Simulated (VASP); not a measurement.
# CdTe (P6_3/mmc) in VASP: a series of runs

The runs below take CdTe through single point, relaxation of cell and atoms, with r2SCAN, PBE.

Program: VASP 6.6.1. These are calculated values, not measurements. Logs are shortened: lines on timing, memory, paths and dates and some standing lists are left out, and cuts for length are marked.

## (1) The cell of the first run

The structure is hexagonal, space group P6_3/mmc (No. 194). The conventional cell has a = 4.315 Å, b = 4.315 Å, c = 7.071 Å, α = 90.00°, β = 90.00°, γ = 120.00°. Cd (site symmetry -3m) has 6 Te at 3.05 Å and 2 Cd at 3.54 Å within 4.0 Å. Te (site symmetry -6m2) has 6 Cd at 3.05 Å within 4.0 Å.

## (2) Single point, r2SCAN

POSCAR

```
CdTe
1.0
    4.3149846782      0.0000000000      0.0000000000
   -2.1574923391      3.7368863482      0.0000000000
    0.0000000000      0.0000000000      7.0705359438
Cd Te
2 2
Direct
    0.0000000000      0.0000000000      0.0000000000
    0.0000000000      0.0000000000      0.5000000000
    0.3333333333      0.6666666667      0.2500000000
    0.6666666667      0.3333333333      0.7500000000
```

INCAR.step1

```
PREC = Accurate
ENCUT = 520
ISMEAR = -1
SIGMA = 0.02
LREAL = F
LASPH = T
NELM = 100
NBANDS = 26
GGA = PE
ALGO = Normal
EDIFF = 1E-4
LWAVE = T
LCHARG = F
```

INCAR.step2

```
PREC = Accurate
ENCUT = 520
EDIFF = 1E-6
ISMEAR = -1
SIGMA = 0.02
LREAL = F
LASPH = T
NELM = 100
ALGO = Normal
ISIF = 2
LWAVE = F
LCHARG = T
METAGGA = R2SCAN
LMIXTAU = T
LELF = T
LVHAR = T
NBANDS = 26
ISTART = 1
```

KPOINTS

```
regular mesh
0
Gamma
  6 6 4
```

Potentials or basis: VASP PAW PBE potentials, release 64 (Cd, Te).

Launch:

```sh
> cat potpaw_PBE.64/Cd/POTCAR potpaw_PBE.64/Te/POTCAR > POTCAR
> cp INCAR.step1 INCAR
> mpirun -np 1 vasp_std > vasp.out
> cp INCAR.step2 INCAR
> mpirun -np 1 vasp_std > vasp.out
```

OUTCAR:

```text
PREC = Accurate
   ENCUT = 520
   EDIFF = 1E-6
   ISMEAR = -1
   LREAL = F
   LASPH = T
   NELM = 100
   ISIF = 2
   METAGGA = R2SCAN
   ISTART = 1

 ion  position               nearest neighbor table
   1  0.000  0.000  0.000-   3 3.05   4 3.05   3 3.05   4 3.05   4 3.05   3 3.05   2 3.54   2 3.54

   2  0.000  0.000  0.500-   3 3.05   4 3.05   3 3.05   4 3.05   4 3.05   3 3.05   1 3.54   1 3.54

   3  0.333  0.667  0.250-   1 3.05   2 3.05   1 3.05   2 3.05   1 3.05   2 3.05
   4  0.667  0.333  0.750-   1 3.05   2 3.05   1 3.05   2 3.05   1 3.05   2 3.05

  LATTYP: Found a hexagonal cell.
 ALAT       =     4.3149846782
 C/A-ratio  =     1.6386004751

  Lattice vectors:

 A1 = (   4.3149846782,   0.0000000000,   0.0000000000)
 A2 = (  -2.1574923391,   3.7368863482,   0.0000000000)
 A3 = (   0.0000000000,   0.0000000000,   7.0705359438)

Analysis of symmetry for initial positions (statically):
=====================================================================
 Subroutine PRICEL returns:
 Original cell was already a primitive cell.

 Routine SETGRP: Setting up the symmetry group for a
 hexagonal supercell.

 Subroutine GETGRP returns: Found 24 space group operations
 (whereof 12 operations were pure point group operations)
 out of a pool of 24 trial point group operations.

The static configuration has the point symmetry D_3d.
 The point group associated with its full space group is D_6h.

Analysis of symmetry for dynamics (positions and initial velocities):
=====================================================================
 Subroutine PRICEL returns:
 Original cell was already a primitive cell.

 Routine SETGRP: Setting up the symmetry group for a
 hexagonal supercell.

 Subroutine GETGRP returns: Found 24 space group operations
 (whereof 12 operations were pure point group operations)
 out of a pool of 24 trial point group operations.

The dynamic configuration has the point symmetry D_3d.
 The point group associated with its full space group is D_6h.

 Subroutine INISYM returns: Found 24 space group operations
 (whereof 12 operations are pure point group operations),
 and found     1 'primitive' translations

----------------------------------------------------------------------------------------

                                     Primitive cell

  volume of cell :     114.0096

  direct lattice vectors                    reciprocal lattice vectors
[... 84 lines left out ...]
   LASPH  =      T    aspherical Exc in radial PAW
   ENCUT  =  520.0 eV  38.22 Ry    6.18 a.u.   8.02  8.02 13.15*2*pi/ulx,y,z
   NELM   =    100;   NELMIN=  2; NELMDL=  0     # of ELM steps
   EDIFF  = 0.1E-05   stopping-criterion for ELM
   LREAL  =      F    real-space projection
   EDIFFG = 0.1E-04   stopping-criterion for IOM
   NSW    =      0    number of steps for IOM
   IBRION =     -1    ionic relax: 0-MD 1-quasi-New 2-CG
   NFREE  =      0    steps in history (QN), initial steepest desc. (CG)
   ISIF   =      2    stress and relaxation
   ISYM   =      2    0-nonsym 1-usesym 2-fastsym
   POTIM  = 0.5000    time-step for ionic-motion
   TEBEG  =    0.0;   TEEND  =   0.0 temperature during run
   PSTRESS=    0.0 pullay stress
   NELECT =      36.0000    total number of electrons
   NUPDOWN=      -1.0000    fix difference up-down
   EMIN   =  10.00;   EMAX   =-10.00  energy-range for DOS
   EFERMI =   0.00;   METHOD = LEGACY
   ISMEAR =    -1;   SIGMA  =   0.02  broadening in eV -4-tet -1-fermi 0-gaus
   EFERMI_NEDOS =   21; number of points for ismear=-14 and -15
   IALGO  =     38    algorithm
   IMIX   =      4    mixing-type and parameters
     AMIX     =   0.40;   BMIX     =  1.00
     AMIX_MAG =   1.60;   BMIX_MAG =  1.00
  volume/ion in A,a.u.               =      28.50       192.34
  Fermi-wavevector in a.u.,A,eV,Ry     =   1.114795  2.106658 16.908896  1.242769
  Thomas-Fermi vector in A             =   2.251394
   LORBIT       =      0    0 simple, 1 ext, 2 COOP (PROOUT), +10 PAW based schemes
   METAGGA = R2SCAN    functional components
   LHFCALC =     F    Hartree Fock is set to
   AEXX    =    0.0000 exact exchange contribution
   IVDW    =     0    specifies the selected vdW correction
   LEPSILON=     F    determine dielectric tensor
   LRPA    =     F    only Hartree local field effects (RPA)
 non-spin polarized calculation
  energy-cutoff  :      520.00
  volume of cell :      114.01
 maximum number of plane-waves:      3114
   NGX = 17   NGY = 17   NGZ = 27

 number of electron      36.0000016 magnetization

 Free energy of the ion-electron system (eV)
  ---------------------------------------------------
  ext. energy  EPLUGINS =         0.00000000
  ---------------------------------------------------
  free energy    TOTEN  =       -92.50928821 eV

  energy without entropy =      -92.50807570  energy(sigma->0) =      -92.50868196

 E-fermi :   3.8304     XC(G=0): -10.1730

 val. band max:        3.8145823301   @ k =   0.1667  -0.0000   0.0000
 cond. band min:       4.2192991748   @ k =   0.3333   0.3333   0.2500
 fundamental gap:      0.4047168447
 Fermi energy:         3.8303659768

 k-point     1 :       0.0000    0.0000    0.0000
  band No.  band energies     occupation
      1      -8.2059      2.00000
      2      -7.0789      2.00000
      3      -5.1388      2.00000
      4      -5.1388      2.00000
      5      -5.1168      2.00000
      6      -4.9285      2.00000
[... 598 lines left out ...]
     25      11.9868      0.00000
     26      11.9868      0.00000

------------------------ aborting loop because EDIFF is reached ----------------------------------------

  FORCE on cell =-STRESS in cart. coord.  units (eV):
  Direction    XX          YY          ZZ          XY          YZ          ZX
  --------------------------------------------------------------------------------------
  -------------------------------------------------------------------------------------
  Total        0.1213662      0.1213662      0.1131473      0.0000000      0.0000000      0.0000000
  in kB        1.7055598      1.7055598      1.5900591      0.0000000      0.0000000      0.0000000
  external PRESSURE =       1.6670596 kB  Pullay stress =       0.0000000 kB

 VOLUME and BASIS-vectors are now :
 -----------------------------------------------------------------------------
  energy-cutoff  :      520.00
  volume of cell :      114.01
      direct lattice vectors                 reciprocal lattice vectors
     4.314984678  0.000000000  0.000000000     0.231750533  0.133801233  0.000000000
    -2.157492339  3.736886348  0.000000000     0.000000000  0.267602465  0.000000000
     0.000000000  0.000000000  7.070535944     0.000000000  0.000000000  0.141431994

 POSITION                                       TOTAL-FORCE (eV/Angst)
 -----------------------------------------------------------------------------------
      0.00000      0.00000      0.00000         0.000000      0.000000     -0.000000
      0.00000      0.00000      3.53527         0.000000      0.000000     -0.000000
     -0.00000      2.49126      1.76763        -0.000000      0.000000     -0.000000
      2.15749      1.24563      5.30290         0.000000     -0.000000      0.000000
 -----------------------------------------------------------------------------------
    total drift:                                0.000000     -0.000000      0.000000

  FREE ENERGIE OF THE ION-ELECTRON SYSTEM (eV)
  ---------------------------------------------------
  free  energy   TOTEN  =       -92.5092882105 eV

  energy  without entropy=      -92.5080757003  energy(sigma->0) =      -92.50868196
```

OUTCAR.step1:

```text
PREC = Accurate
   ENCUT = 520
   ISMEAR = -1
   LREAL = F
   LASPH = T
[... 834 lines left out ...]
      0.00000      0.00000      0.00000         0.000000      0.000000      0.000000
      0.00000      0.00000      3.53527         0.000000      0.000000      0.000000
     -0.00000      2.49126      1.76763         0.000000      0.000000      0.000000
      2.15749      1.24563      5.30290        -0.000000     -0.000000     -0.000000
 -----------------------------------------------------------------------------------
    total drift:                                0.000000     -0.000000      0.000000

  FREE ENERGIE OF THE ION-ELECTRON SYSTEM (eV)
  ---------------------------------------------------
  free  energy   TOTEN  =        -8.7893761913 eV

  energy  without entropy=       -8.7878171156  energy(sigma->0) =       -8.78859665
```

Run time: 75 s. Hardware: 1 thread of Intel Xeon 6975P-C (Granite Rapids), shared host; peak memory 0.26 GiB.

What came out:

- Free energy: -92.5093 eV
- Pressure: 0.2 GPa
- Band gap on the k mesh: zero (band 18 reaches 3.81 eV, above the bottom of band 19 at 3.18 eV)

Caveat: the PAW data sets were made with another functional, which shifts forces and pressure a little; spin-orbit coupling is left out, which moves the levels of the heavy elements.

## (3) Relaxation of cell and atoms, r2SCAN

This run uses another cell than the first one, of 29.15 Å³/atom, 1.023 times its volume.

POSCAR

```
CdTe
1.0
    4.3555211725      0.0000000000      0.0000000000
   -2.1777605862      3.7719919821      0.0000000000
    0.0000000000      0.0000000000      7.0968497692
Cd Te
2 2
Direct
    0.0000000000      0.0000000000      0.0000000000
    0.0000000000      0.0000000000      0.5000000000
    0.3333333333      0.6666666667      0.2500000000
    0.6666666667      0.3333333333      0.7500000000
```

INCAR.step1

```
ALGO = Normal
EDIFF = 1E-4
ENCUT = 600
GGA = PE
ISMEAR = -1
LASPH = T
LCHARG = F
LREAL = F
LWAVE = T
NELM = 100
PREC = Accurate
SIGMA = 0.02
```

INCAR.step2

```
ALGO = Normal
EDIFF = 1E-7
EDIFFG = -0.005
ENCUT = 600
IBRION = 2
ISIF = 3
ISMEAR = -1
ISTART = 1
LASPH = T
LCHARG = F
LMIXTAU = T
LREAL = F
LWAVE = F
METAGGA = R2SCAN
NELM = 100
NSW = 80
PREC = Accurate
SIGMA = 0.02
```

KPOINTS

```
k-points
0
Gamma
  6 6 4
```

Potentials or basis: VASP PAW PBE potentials, release 64 (Cd, Te).

Launch:

```sh
> cat potpaw_PBE.64/Cd/POTCAR potpaw_PBE.64/Te/POTCAR > POTCAR
> cp INCAR.step1 INCAR
> mpirun -np 1 vasp_std > vasp.out
> cp INCAR.step2 INCAR
> mpirun -np 1 vasp_std > vasp.out
```

OUTCAR:

```text
EDIFF = 1E-7
   EDIFFG = -0.005
   ENCUT = 600
   IBRION = 2
   ISIF = 3
   ISMEAR = -1
   ISTART = 1
   LASPH = T
   LREAL = F
   METAGGA = R2SCAN
   NELM = 100
   NSW = 80
   PREC = Accurate

 ion  position               nearest neighbor table
   1  0.000  0.000  0.000-   3 3.08   4 3.08   3 3.08   4 3.08   4 3.08   3 3.08   2 3.55   2 3.55

   2  0.000  0.000  0.500-   3 3.08   4 3.08   3 3.08   4 3.08   4 3.08   3 3.08   1 3.55   1 3.55

   3  0.333  0.667  0.250-   1 3.08   2 3.08   1 3.08   2 3.08   1 3.08   2 3.08
   4  0.667  0.333  0.750-   1 3.08   2 3.08   1 3.08   2 3.08   1 3.08   2 3.08

  LATTYP: Found a hexagonal cell.
 ALAT       =     4.3555211725
 C/A-ratio  =     1.6293916361

  Lattice vectors:

 A1 = (   4.3555211725,   0.0000000000,   0.0000000000)
 A2 = (  -2.1777605862,   3.7719919821,   0.0000000000)
 A3 = (   0.0000000000,   0.0000000000,   7.0968497692)

Analysis of symmetry for initial positions (statically):
=====================================================================
 Subroutine PRICEL returns:
 Original cell was already a primitive cell.

 Routine SETGRP: Setting up the symmetry group for a
 hexagonal supercell.

 Subroutine GETGRP returns: Found 24 space group operations
 (whereof 12 operations were pure point group operations)
 out of a pool of 24 trial point group operations.

The static configuration has the point symmetry D_3d.
 The point group associated with its full space group is D_6h.

Analysis of symmetry for dynamics (positions and initial velocities):
=====================================================================
 Subroutine PRICEL returns:
 Original cell was already a primitive cell.

 Routine SETGRP: Setting up the symmetry group for a
 hexagonal supercell.

 Subroutine GETGRP returns: Found 24 space group operations
 (whereof 12 operations were pure point group operations)
 out of a pool of 24 trial point group operations.

The dynamic configuration has the point symmetry D_3d.
 The point group associated with its full space group is D_6h.
[... 107 lines left out ...]
   POTIM  = 0.5000    time-step for ionic-motion
   TEBEG  =    0.0;   TEEND  =   0.0 temperature during run
   PSTRESS=    0.0 pullay stress
   NELECT =      36.0000    total number of electrons
   NUPDOWN=      -1.0000    fix difference up-down
   EMIN   =  10.00;   EMAX   =-10.00  energy-range for DOS
   EFERMI =   0.00;   METHOD = LEGACY
   ISMEAR =    -1;   SIGMA  =   0.02  broadening in eV -4-tet -1-fermi 0-gaus
   EFERMI_NEDOS =   21; number of points for ismear=-14 and -15
   IALGO  =     38    algorithm
   IMIX   =      4    mixing-type and parameters
     AMIX     =   0.40;   BMIX     =  1.00
     AMIX_MAG =   1.60;   BMIX_MAG =  1.00
  volume/ion in A,a.u.               =      29.15       196.70
  Fermi-wavevector in a.u.,A,eV,Ry     =   1.106497  2.090976 16.658091  1.224335
  Thomas-Fermi vector in A             =   2.242998
   LORBIT       =      0    0 simple, 1 ext, 2 COOP (PROOUT), +10 PAW based schemes
   METAGGA = R2SCAN    functional components
   LHFCALC =     F    Hartree Fock is set to
   AEXX    =    0.0000 exact exchange contribution
   IVDW    =     0    specifies the selected vdW correction
   LEPSILON=     F    determine dielectric tensor
   LRPA    =     F    only Hartree local field effects (RPA)
 conjugate gradient relaxation of ions
 non-spin polarized calculation
  energy-cutoff  :      600.00
  volume of cell :      116.59
 maximum number of plane-waves:      3911
 NGX is ok and might be reduce to    36
   NGX = 17   NGY = 17   NGZ = 29

--------------------------------------- Ionic step        1  -------------------------------------------

 number of electron      36.0000010 magnetization

 Free energy of the ion-electron system (eV)
  ---------------------------------------------------
  ext. energy  EPLUGINS =         0.00000000
  ---------------------------------------------------
  free energy    TOTEN  =       -92.50347671 eV

  energy without entropy =      -92.50222352  energy(sigma->0) =      -92.50285011

------------------------ aborting loop because EDIFF is reached ----------------------------------------

  FORCE on cell =-STRESS in cart. coord.  units (eV):
  Direction    XX          YY          ZZ          XY          YZ          ZX
  --------------------------------------------------------------------------------------
  -------------------------------------------------------------------------------------
  Total       -0.7838702     -0.7838702     -0.6544303     -0.0000000     -0.0000000     -0.0000000
  in kB      -10.7715505    -10.7715505     -8.9928527     -0.0000000     -0.0000000     -0.0000000
  external PRESSURE =     -10.1786512 kB  Pullay stress =       0.0000000 kB
[... 215 lines left out ...]
--------------------------------------- Ionic step        7  -------------------------------------------

 number of electron      36.0000001 magnetization

 Free energy of the ion-electron system (eV)
  ---------------------------------------------------
  ext. energy  EPLUGINS =         0.00000000
  ---------------------------------------------------
  free energy    TOTEN  =       -92.51130250 eV

  energy without entropy =      -92.51008671  energy(sigma->0) =      -92.51069460

 E-fermi :   3.8025     XC(G=0): -10.1601

 val. band max:        3.7866117050   @ k =   0.1667   0.0000   0.0000
 cond. band min:       4.1957200719   @ k =   0.3333   0.3333   0.2500
 fundamental gap:      0.4091083669
 Fermi energy:         3.8024530263

 k-point     1 :       0.0000    0.0000    0.0000
  band No.  band energies     occupation
      1      -8.2156      2.00000
      2      -7.0944      2.00000
      3      -5.1598      2.00000
      4      -5.1598      2.00000
      5      -5.1385      2.00000
      6      -4.9508      2.00000
[... 545 lines left out ...]
  FREE ENERGIE OF THE ION-ELECTRON SYSTEM (eV)
  ---------------------------------------------------
  free  energy   TOTEN  =       -92.5113025003 eV

  energy  without entropy=      -92.5100867062  energy(sigma->0) =      -92.51069460

 reached required accuracy - stopping structural energy minimisation
```

OSZICAR.step1:

```text
N       E                     dE             d eps       ncg     rms          rms(c)
DAV:   1     0.248718009271E+03    0.24872E+03   -0.18399E+04   932   0.165E+03
DAV:   2     0.427632502043E+01   -0.24444E+03   -0.23881E+03   984   0.355E+02
DAV:   3    -0.918348281272E+01   -0.13460E+02   -0.13204E+02  1098   0.817E+01
DAV:   4    -0.934891976637E+01   -0.16544E+00   -0.16536E+00  1118   0.775E+00
DAV:   5    -0.935148694864E+01   -0.25672E-02   -0.25671E-02  1156   0.904E-01    0.767E+00
DAV:   6    -0.883044401771E+01    0.52104E+00   -0.13160E+00   974   0.106E+01    0.654E+00
DAV:   7    -0.880138058254E+01    0.29063E-01   -0.37515E-01  1008   0.328E+00    0.241E+00
DAV:   8    -0.880029065454E+01    0.10899E-02   -0.27407E-02   990   0.186E+00    0.696E-01
DAV:   9    -0.880037632263E+01   -0.85668E-04   -0.35234E-03  1038   0.579E-01    0.117E-01
DAV:  10    -0.880030672303E+01    0.69600E-04   -0.39658E-04  1006   0.207E-01
   1 F= -.88003067E+01 E0= -.87995365E+01  d E =-.154053E-02
```

It took 9.2 min on 1 thread of Intel Xeon 6975P-C (Granite Rapids), shared host; peak memory 0.33 GiB.

Results:

```
Free energy                            : -92.5113 eV
Relaxed volume                         : 28.58 Å³/atom
Relaxed cell                           : a = 4.319 Å, b = 4.319 Å, c = 7.074 Å, α = 90.00°, β = 90.00°, γ = 120.00°
Space group after relaxing (to 0.05 Å) : P6_3/mmc (No. 194)
Energy gained by relaxing              : 2.0 meV/atom
Ionic steps                            : 7
Pressure after relaxing                : 0.0 GPa
Band gap on the k mesh                 : zero (band 18 reaches 3.79 eV, above the bottom of band 19 at 3.16 eV)
```

Step by step:
```csv
step,energy change (eV),largest force (eV/Å),pressure (GPa),volume (Å³)
1,0.0000,0.0000,-1.02,116.59
2,-0.0068,0.0000,0.37,113.50
3,-0.0076,0.0000,0.00,114.26
4,-0.0076,0.0000,0.03,114.21
5,-0.0078,0.0000,0.03,114.21
6,-0.0078,0.0000,0.03,114.20
7,-0.0078,0.0000,-0.02,114.30
```

Final structure:
```
CELL_PARAMETERS angstrom
4.31935 0.00000 0.00000
-2.15967 3.74067 0.00000
0.00000 0.00000 7.07429
ATOMIC_POSITIONS crystal
Cd 0.00000 0.00000 0.00000
Cd 0.00000 0.00000 0.50000
Te 0.33333 0.66667 0.25000
Te 0.66667 0.33333 0.75000
```

Levels at points of the mesh, in eV from the Fermi level:
```csv
k point,band 15,band 16,band 17,band 18,band 19,band 20,band 21,band 22
"(0.00, 0.00, 0.00)",-0.63,-0.54,-0.13,-0.13,0.50,2.96,5.26,5.26
"(0.50, 0.00, 0.00)",-3.11,-2.19,-2.19,-0.13,1.58,2.53,3.25,4.32
"(0.00, 0.00, 0.50)",-0.35,-0.35,-0.35,-0.35,2.66,2.66,5.33,5.33
"(0.50, 0.00, 0.50)",-1.43,-1.43,-1.35,-1.35,1.15,1.15,4.49,4.49
```

Caveat: the PAW data sets were made with another functional, which shifts forces and pressure a little; spin-orbit coupling is left out, which moves the levels of the heavy elements.

[end of part 1 of 2]
